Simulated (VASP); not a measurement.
# Hf (Fd-3m) in VASP: further runs

The runs below take Hf through single point, with PBE.

Everything below comes from runs of VASP 6.6.1. Logs are shortened: lines on timing, memory, paths and dates and some standing lists are left out, and cuts for length are marked.

### 1 The cell of the first run

Symmetry: Fd-3m, No. 227, cubic system. Conventional cell: a = 4.823 Å, b = 4.823 Å, c = 4.823 Å, α = 90.00°, β = 90.00°, γ = 90.00°. Hf (site symmetry -43m) has 4 Hf at 2.09 Å within 2.8 Å.

### 2 Single point, PBE (volume scaled by 0.4)

The input, INCAR:

```
PREC     = Accurate       # precision mode
ENCUT    = 520            # plane-wave cutoff, eV
EDIFF    = 1E-6           # SCF threshold, eV
ISMEAR   = -1             # smearing method
SIGMA    = 0.1            # smearing width, eV
LREAL    = False          # projectors in reciprocal space
LASPH    = True           # aspherical terms in the spheres
NELM     = 100            # most SCF steps
ALGO     = Normal         # electronic algorithm
ISIF     = 2              # what is computed and relaxed
LWAVE    = False          # write WAVECAR
LCHARG   = False          # write CHGCAR
GGA      = PE             # functional
NBANDS   = 17             # bands
```

The input, KPOINTS:

```
regular mesh
0
Gamma
  12 12 12
```

The input, POSCAR:

```
Hf
1.0
    0.0000000000      2.4115609420      2.4115609420
    2.4115609420      0.0000000000      2.4115609420
    2.4115609420      2.4115609420      0.0000000000
Hf
2
Direct
   -0.1250000000     -0.1250000000     -0.1250000000
    0.1250000000      0.1250000000      0.1250000000
```

Potentials or basis: VASP PAW PBE potentials, release 64 (Hf_pv).

Started as:

```
> cat potpaw_PBE.64/Hf_pv/POTCAR > POTCAR
> mpirun -np 1 vasp_std > vasp.out
```

OUTCAR:

```text
PREC = Accurate
   ENCUT = 520
   EDIFF = 1E-6
   ISMEAR = -1
   LREAL = False
   LASPH = True
   NELM = 100
   ISIF = 2
   GGA = PE

 ion  position               nearest neighbor table
   1  0.875  0.875  0.875-   2 2.09   2 2.09   2 2.09   2 2.09
   2  0.125  0.125  0.125-   1 2.09   1 2.09   1 2.09   1 2.09

  LATTYP: Found a face centered cubic cell.
 ALAT       =     4.8231218840

  Lattice vectors:

 A1 = (   0.0000000000,   2.4115609420,   2.4115609420)
 A2 = (   2.4115609420,   0.0000000000,   2.4115609420)
 A3 = (   2.4115609420,   2.4115609420,   0.0000000000)

Analysis of symmetry for initial positions (statically):
=====================================================================
 Subroutine PRICEL returns:
 Original cell was already a primitive cell.

 Routine SETGRP: Setting up the symmetry group for a
 face centered cubic supercell.

 Subroutine GETGRP returns: Found 48 space group operations
 (whereof 12 operations were pure point group operations)
 out of a pool of 48 trial point group operations.

The static configuration has the point symmetry D_3d.
 The point group associated with its full space group is O_h .

Analysis of symmetry for dynamics (positions and initial velocities):
=====================================================================
 Subroutine PRICEL returns:
 Original cell was already a primitive cell.

 Routine SETGRP: Setting up the symmetry group for a
 face centered cubic supercell.

 Subroutine GETGRP returns: Found 48 space group operations
 (whereof 12 operations were pure point group operations)
 out of a pool of 48 trial point group operations.

The dynamic configuration has the point symmetry D_3d.
 The point group associated with its full space group is O_h .

 Subroutine INISYM returns: Found 48 space group operations
 (whereof 12 operations are pure point group operations),
 and found     1 'primitive' translations

----------------------------------------------------------------------------------------

                                     Primitive cell

  volume of cell :      28.0495

  direct lattice vectors                    reciprocal lattice vectors
     0.000000000  2.411560942  2.411560942    -0.207334590  0.207334590  0.207334590
     2.411560942  0.000000000  2.411560942     0.207334590 -0.207334590  0.207334590
     2.411560942  2.411560942  0.000000000     0.207334590  0.207334590 -0.207334590

  length of vectors
     3.410462191  3.410462191  3.410462191     0.359114045  0.359114045  0.359114045

  position of ions in fractional coordinates (direct lattice)
     0.875000000  0.875000000  0.875000000
     0.125000000  0.125000000  0.125000000

  ion indices of the primitive-cell ions
   primitive index   ion index
                 1           1
                 2           2

----------------------------------------------------------------------------------------

 KPOINTS: regular mesh

Automatic generation of k-mesh.
 Grid dimensions read from file:
 generate k-points for:   12   12   12

 Generating k-lattice:

  Cartesian coordinates                     Fractional coordinates (reciprocal lattice)
    -0.017277883  0.017277883  0.017277883     0.083333333  0.000000000  0.000000000
     0.017277883 -0.017277883  0.017277883     0.000000000  0.083333333  0.000000000
     0.017277883  0.017277883 -0.017277883     0.000000000  0.000000000  0.083333333

  Length of vectors
     0.029926170  0.029926170  0.029926170

  Shift w.r.t. Gamma in fractional coordinates (k-lattice)
     0.000000000  0.000000000  0.000000000

 Subroutine IBZKPT returns following result:
 ===========================================

 Found     72 irreducible k-points:

 Following reciprocal coordinates:
            Coordinates               Weight
  0.000000  0.000000  0.000000      1.000000
  0.083333  0.000000  0.000000      8.000000
  0.166667  0.000000  0.000000      8.000000
  0.250000  0.000000  0.000000      8.000000
  0.333333  0.000000  0.000000      8.000000
  0.416667  0.000000  0.000000      8.000000
[... 16 lines left out ...]
  0.500000  0.166667  0.000000     24.000000
 -0.416667  0.166667  0.000000     24.000000
 [... further k-points ...]
   k-points           NKPTS =     72   k-points in BZ     NKDIM =     72   number of bands    NBANDS=     17
   number of dos      NEDOS =    301   number of ions     NIONS =      2
   total plane-waves  NPLWV =  21952
   dimension x,y,z NGX =    28 NGY =   28 NGZ =   28
   dimension x,y,z NGXF=    56 NGYF=   56 NGZF=   56
   ions per type =               2
   NGX,Y,Z   is equivalent  to a cutoff of  13.65, 13.65, 13.65 a.u.
   NGXF,Y,Z  is equivalent  to a cutoff of  27.30, 27.30, 27.30 a.u.
 SYSTEM =  unknown system
   PREC   = accura    normal or accurate (medium, high low for compatibility)
   ISTART =      0    job   : 0-new  1-cont  2-samecut
   ICHARG =      2    charge: 1-file 2-atom 10-const
   ISPIN  =      1    spin polarized calculation?
   LNONCOLLINEAR =      F non collinear calculations
   LSORBIT =      F    spin-orbit coupling
   LASPH  =      T    aspherical Exc in radial PAW
   ENCUT  =  520.0 eV  38.22 Ry    6.18 a.u.   6.34  6.34  6.34*2*pi/ulx,y,z
   NELM   =    100;   NELMIN=  2; NELMDL= -5     # of ELM steps
   EDIFF  = 0.1E-05   stopping-criterion for ELM
   LREAL  =      F    real-space projection
   EDIFFG = 0.1E-04   stopping-criterion for IOM
   NSW    =      0    number of steps for IOM
   IBRION =     -1    ionic relax: 0-MD 1-quasi-New 2-CG
   NFREE  =      0    steps in history (QN), initial steepest desc. (CG)
   ISIF   =      2    stress and relaxation
   ISYM   =      2    0-nonsym 1-usesym 2-fastsym
   POTIM  = 0.5000    time-step for ionic-motion
   TEBEG  =    0.0;   TEEND  =   0.0 temperature during run
   PSTRESS=    0.0 pullay stress
   NELECT =      20.0000    total number of electrons
   NUPDOWN=      -1.0000    fix difference up-down
   EMIN   =  10.00;   EMAX   =-10.00  energy-range for DOS
   EFERMI =   0.00;   METHOD = LEGACY
   ISMEAR =    -1;   SIGMA  =   0.10  broadening in eV -4-tet -1-fermi 0-gaus
   EFERMI_NEDOS =   21; number of points for ismear=-14 and -15
   IALGO  =     38    algorithm
   IMIX   =      4    mixing-type and parameters
     AMIX     =   0.40;   BMIX     =  1.00
     AMIX_MAG =   1.60;   BMIX_MAG =  1.00
  volume/ion in A,a.u.               =      14.02        94.64
  Fermi-wavevector in a.u.,A,eV,Ry     =   1.462547  2.763814 29.103469  2.139045
  Thomas-Fermi vector in A             =   2.578748
   LORBIT       =      0    0 simple, 1 ext, 2 COOP (PROOUT), +10 PAW based schemes
   GGA     = PE    functional components
   LHFCALC =     F    Hartree Fock is set to
   AEXX    =    0.0000 exact exchange contribution
   IVDW    =     0    specifies the selected vdW correction
   LEPSILON=     F    determine dielectric tensor
   LRPA    =     F    only Hartree local field effects (RPA)
 non-spin polarized calculation
  energy-cutoff  :      520.00
  volume of cell :       28.05
 maximum number of plane-waves:       769
 NGX is ok and might be reduce to    28
   NGX = 13   NGY = 13   NGZ = 13

 number of electron      20.0000001 magnetization

 Free energy of the ion-electron system (eV)
  ---------------------------------------------------
  ext. energy  EPLUGINS =         0.00000000
  ---------------------------------------------------
  free energy    TOTEN  =        -4.97314510 eV

  energy without entropy =       -4.90613684  energy(sigma->0) =       -4.93964097

 E-fermi :   8.3730     XC(G=0): -13.2843

 val. band max:        8.3605889298   @ k =  -0.1667   0.0833   0.0000
 cond. band min:       8.3814711403   @ k =   0.5000   0.2500   0.0000
 fundamental gap:      0.0208822105
 Fermi energy:         8.3730234325

 k-point     1 :       0.0000    0.0000    0.0000
  band No.  band energies     occupation
      1     -25.1388      2.00000
      2     -25.1388      2.00000
      3     -25.1388      2.00000
      4     -20.8224      2.00000
      5     -20.8224      2.00000
      6     -20.8224      2.00000
[... 9 lines left out ...]
     16      19.8580      0.00000
     17      21.5792      0.00000

 k-point     2 :       0.0833    0.0000    0.0000
  band No.  band energies     occupation
      1     -25.1865      2.00000
      2     -25.1865      2.00000
      3     -25.1496      2.00000
      4     -20.7885      2.00000
      5     -20.7544      2.00000
      6     -20.7544      2.00000
[... 9 lines left out ...]
     16      19.9839      0.00000
     17      21.4822      0.00000

 k-point     3 :       0.1667    0.0000    0.0000
  band No.  band energies     occupation
      1     -25.3101      2.00000
      2     -25.3101      2.00000
      3     -25.1851      2.00000
      4     -20.6828      2.00000
      5     -20.5753      2.00000
      6     -20.5753      2.00000
[... 9 lines left out ...]
     16      20.6194      0.00000
     17      21.2049      0.00000

 k-point     4 :       0.2500    0.0000    0.0000
  band No.  band energies     occupation
      1     -25.4653      2.00000
      2     -25.4653      2.00000
      3     -25.2465      2.00000
      4     -20.5092      2.00000
      5     -20.3446      2.00000
      6     -20.3446      2.00000
[... 9 lines left out ...]
     16      20.7996      0.00000
     17      20.8001      0.00000

 k-point     5 :       0.3333    0.0000    0.0000
  band No.  band energies     occupation
      1     -25.6078      2.00000
      2     -25.6078      2.00000
      3     -25.3206      2.00000
      4     -20.3034      2.00000
      5     -20.1270      2.00000
      6     -20.1270      2.00000
[... 9 lines left out ...]
     16      20.2431      0.00000
     17      20.2441      0.00000

 k-point     6 :       0.4167    0.0000    0.0000
  band No.  band energies     occupation
      1     -25.7056      2.00000
      2     -25.7056      2.00000
      3     -25.3815      2.00000
      4     -20.1332      2.00000
      5     -19.9747      2.00000
      6     -19.9747      2.00000
[... 9 lines left out ...]
     16      18.5144      0.00000
     17      19.5120      0.00000

 k-point     7 :       0.5000    0.0000    0.0000
  band No.  band energies     occupation
      1     -25.7401      2.00000
      2     -25.7401      2.00000
      3     -25.4050      2.00000
      4     -20.0668      2.00000
      5     -19.9202      2.00000
      6     -19.9202      2.00000
[... 9 lines left out ...]
     16      16.9909      0.00000
     17      19.0079      0.00000

 k-point     8 :       0.0833    0.0833    0.0000
  band No.  band energies     occupation
      1     -25.2487      2.00000
      2     -25.2487      2.00000
      3     -25.0535      2.00000
      4     -20.9104      2.00000
      5     -20.6686      2.00000
      6     -20.6686      2.00000
[... 9 lines left out ...]
     16      19.9183      0.00000
     17      20.9124      0.00000
[... 203 lines left out ...]
      1     -25.5182      2.00000
      2     -25.5182      2.00000
      3     -24.8083      2.00000
      4     -21.1569      2.00000
      5     -20.2765      2.00000
      6     -20.2765      2.00000
[... 9 lines left out ...]
     16      19.2126      0.00000
     17      20.0900      0.00000

 k-point    20 :       0.2500    0.1667    0.0000
  band No.  band energies     occupation
      1     -25.6955      2.00000
      2     -25.6759      2.00000
      3     -24.6740      2.00000
      4     -21.2549      2.00000
      5     -20.0356      2.00000
      6     -20.0189      2.00000
[... 9 lines left out ...]
     16      18.2988      0.00000
     17      20.6124      0.00000

 k-point    21 :       0.3333    0.1667    0.0000
  band No.  band energies     occupation
      1     -25.9052      2.00000
      2     -25.8114      2.00000
      3     -24.5808      2.00000
      4     -21.2487      2.00000
      5     -19.8199      2.00000
      6     -19.7347      2.00000
[... 9 lines left out ...]
     16      17.6285      0.00000
     17      20.9361      0.00000

 k-point    22 :       0.4167    0.1667    0.0000
  band No.  band energies     occupation
      1     -26.1060      2.00000
      2     -25.8951      2.00000
      3     -24.5304      2.00000
      4     -21.1687      2.00000
      5     -19.6810      2.00000
      6     -19.4776      2.00000
[... 9 lines left out ...]
     16      17.3666      0.00000
     17      19.7666      0.00000

 k-point    23 :       0.5000    0.1667    0.0000
  band No.  band energies     occupation
      1     -26.2502      2.00000
      2     -25.9114      2.00000
      3     -24.5256      2.00000
      4     -21.0609      2.00000
      5     -19.6491      2.00000
      6     -19.3044      2.00000
[... 9 lines left out ...]
     16      17.6821      0.00000
     17      18.3221      0.00000

 k-point    24 :      -0.4167    0.1667    0.0000
  band No.  band energies     occupation
      1     -26.3041      2.00000
      2     -25.8577      2.00000
      3     -24.5630      2.00000
      4     -20.9712      2.00000
      5     -19.7306      2.00000
      6     -19.2545      2.00000
[... 9 lines left out ...]
     16      16.6527      0.00000
     17      17.9963      0.00000

 [... further k-points ...]
[... 5 lines left out ...]
  --------------------------------------------------------------------------------------
  -------------------------------------------------------------------------------------
  Total       30.7467921     30.7467921     30.7467921      0.0000000     -0.0000000      0.0000000
  in kB     1756.2473188   1756.2473188   1756.2473188      0.0000000     -0.0000000      0.0000000
  external PRESSURE =    1756.2473188 kB  Pullay stress =       0.0000000 kB

 VOLUME and BASIS-vectors are now :
 -----------------------------------------------------------------------------
  energy-cutoff  :      520.00
  volume of cell :       28.05
      direct lattice vectors                 reciprocal lattice vectors
     0.000000000  2.411560942  2.411560942    -0.207334590  0.207334590  0.207334590
     2.411560942  0.000000000  2.411560942     0.207334590 -0.207334590  0.207334590
     2.411560942  2.411560942  0.000000000     0.207334590  0.207334590 -0.207334590

 POSITION                                       TOTAL-FORCE (eV/Angst)
 -----------------------------------------------------------------------------------
      4.22023      4.22023      4.22023         0.000000      0.000000      0.000000
      0.60289      0.60289      0.60289        -0.000000     -0.000000     -0.000000
 -----------------------------------------------------------------------------------
    total drift:                                0.000000     -0.000000     -0.000000

  FREE ENERGIE OF THE ION-ELECTRON SYSTEM (eV)
  ---------------------------------------------------
  free  energy   TOTEN  =        -4.9731450994 eV

  energy  without entropy=       -4.9061368374  energy(sigma->0) =       -4.93964097
```

Run time: 64 s. Hardware: 1 thread of AMD EPYC 7R13, shared host; peak memory 0.14 GiB.

What came out:

```
Free energy            : -4.9731 eV
Pressure               : 175.6 GPa
Band gap on the k mesh : zero (band 10 reaches 9.36 eV, above the bottom of band 11 at 7.18 eV)
```

Caveat: spin-orbit coupling is left out, which moves the levels of the heavy elements.

(Continued in part 2 of 2.)
